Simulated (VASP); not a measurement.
Here is a VASP 6.6.1 calculation.

Contents of INCAR:

```
PREC = Accurate
ENCUT = 520
EDIFF = 1E-7
ISMEAR = 0
SIGMA = 0.1
LREAL = F
LASPH = T
NELM = 80
ALGO = Normal
ISIF = 2
LWAVE = F
LCHARG = F
GGA = PS
NBANDS = 19
```

Contents of KPOINTS:

```
regular mesh
0
Gamma
  12 12 8
```

File POSCAR:

```
TiTe2
1.0
    3.7383257866      0.0000000000      0.0000000000
   -1.8691628933      3.2374850988      0.0000000000
    0.0000000000      0.0000000000      6.6778066207
Ti Te
1 2
Direct
    0.0000000000      0.0000000000      0.0000000000
    0.6666666667      0.3333333333      0.2573058399
    0.3333333333      0.6666666667      0.7426941601
```

Potentials or basis: VASP PAW PBE potentials, release 64 (Ti_sv, Te).

Command:

```console
$ cat potpaw_PBE.64/Ti_sv/POTCAR potpaw_PBE.64/Te/POTCAR > POTCAR
$ mpirun -np 1 vasp_std > vasp.out
```

Predict the band gap on the k mesh.

zero (band 12 reaches 7.00 eV, above the bottom of band 13 at 6.27 eV).

Predict the pressure.

-1.5 GPa.

Predict the largest force.

0.012 eV/Å.

Stress tensor (GPa, compression positive):
```
-1.56  0.00  0.00
 0.00 -1.56  0.00
 0.00  0.00 -1.41
```

Caveat: the PAW data sets were made with another functional, which shifts forces and pressure a little; spin-orbit coupling is left out, which moves the levels of the heavy elements; this functional lacks dispersion, which binds the layers, so the pressure and a relaxed spacing across them are unreliable.
